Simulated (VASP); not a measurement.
MgRh, 2 atoms in the cell. The structure is cubic, space group Pm-3m (No. 221). The conventional cell has a = 3.099 Å, b = 3.099 Å, c = 3.099 Å, α = 90.00°, β = 90.00°, γ = 90.00°. Within 3.5 Å of Mg (site symmetry m-3m) lie 8 Rh at 2.68 Å and 6 Mg at 3.10 Å. Rh (site symmetry m-3m) has 8 Mg at 2.68 Å and 6 Rh at 3.10 Å within 3.5 Å. 

| Item | Value |
| --- | --- |
| Program | VASP 6.6.1 |
| Task | relaxation of cell and atoms |
| Functional | r2SCAN |
| Potentials or basis | VASP PAW PBE potentials, release 64 (Mg, Rh_pv) |
| Cutoff | 600 eV |
| k mesh | 10 × 10 × 10 |
| Occupations | fermi-dirac, width 0.1 eV |
| Spin | no spin polarisation |
| Dipole correction | no |
| Further INCAR settings | ALGO = Normal; EDIFF = 1e-06; IBRION = 2; EDIFFG = -0.002; NSW = 100; ISIF = 3 |

Potentials or basis: VASP PAW PBE potentials, release 64 (Mg, Rh_pv).

Launch:

```bash
$ cat potpaw_PBE.64/Mg/POTCAR potpaw_PBE.64/Rh_pv/POTCAR > POTCAR
$ cp INCAR.step1 INCAR
$ mpirun -np 1 vasp_std > vasp.out
$ cp INCAR.step2 INCAR
$ mpirun -np 1 vasp_std > vasp.out
```

Hardware: 1 thread of AMD EPYC 7R13 (shared host).

**Question.** How long does it take, and how much memory?

**Answer.** Run time: 7.7 min on 1 thread of AMD EPYC 7R13, on a shared host, peak memory 0.16 GiB. Counts: k points 56, ion steps 3.
